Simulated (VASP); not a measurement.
A run of VASP 6.6.1:

INCAR

```
  PREC = Accurate
  ENCUT = 520
  EDIFF = 1E-6
  ISMEAR = 0
  SIGMA = 0.15
  LREAL = F
  LASPH = T
  NELM = 100
  ALGO = Normal
  ISIF = 2
  LWAVE = F
  LCHARG = F
  NBANDS = 9
```

File KPOINTS:

```
regular mesh
0
Gamma
  20 20 20
```

Contents of POSCAR:

```
S
1.0
    0.0000000000      1.9345198337      2.0242655992
    1.9345198337      0.0000000000      2.0242655992
    1.9345198337      1.9345198337      0.0000000000
S
1
Direct
    0.0000000000      0.0000000000      0.0000000000
```

Potentials or basis: VASP PAW LDA potentials, release 64 (S).

Run with:

```console
$ cat potpaw_LDA.64/S/POTCAR > POTCAR
$ mpirun -np 1 vasp_std > vasp.out
```

Hardware: 1 thread of Intel Xeon 8259CL (shared host).

Estimate the wall time of this run.

It took 63 s on 1 thread of Intel Xeon 8259CL, with other jobs on the host, peak memory 0.18 GiB. Counts: scf iterations 9, k points 641.
